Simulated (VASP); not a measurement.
Wanted: the native input for a VASP 6.6.1 run.

```
Task                   : single point
Functional             : PBEsol
Potentials or basis    : VASP PAW PBE potentials, release 64 (C)
Cutoff                 : 520 eV
k mesh                 : 21 × 21 × 6
Occupations            : gaussian, width 0.15 eV
Spin                   : no spin polarisation
Dipole correction      : no
Further INCAR settings : ALGO = Normal; EDIFF = 1e-07; NBANDS = 16
```

The structure of C lies in POSCAR:

```
C
1.0
    1.1194716177     -2.0449287126      0.0000000000
    1.1194716177      2.0449287126      0.0000000000
    0.0000000000      0.0000000000      7.0861956158
C
4
Direct
    0.0833216498      0.9166783502      0.7498439858
    0.5833216498      0.4166783502      0.2501560142
    0.9166783502      0.0833216498      0.2501560142
    0.4166783502      0.5833216498      0.7498439858
```

The input as run:

INCAR

```
SYSTEM = C
PREC = Accurate
ENCUT = 520
EDIFF = 1E-7
ISMEAR = 0
SIGMA = 0.15
LREAL = .False.
LASPH = .True.
NELM = 100
ALGO = Normal
ISIF = 2
LWAVE = .False.
LCHARG = .False.
GGA = PS
NBANDS = 16
```

KPOINTS

```
Automatic mesh
0
Gamma
  21 21 6
  0 0 0
```

Potentials or basis: VASP PAW PBE potentials, release 64 (C).

Run with:

```console
$ cat potpaw_PBE.64/C/POTCAR > POTCAR
$ mpirun -np 1 vasp_std > vasp.out
```

It gave:

```yaml
Pressure: 72.7 GPa
Largest_force: 1.657 eV/Å
```

Caveat: the stress differs along the axes, from 0 to 141 GPa; this functional lacks dispersion, which binds layers or chains, so the pressure and a relaxed spacing across them are unreliable; the PAW data sets were made with another functional, which shifts forces and pressure a little.

Run time: 6.8 min on 1 thread of Intel Xeon 8259CL (shared host), peak memory 0.28 GiB.
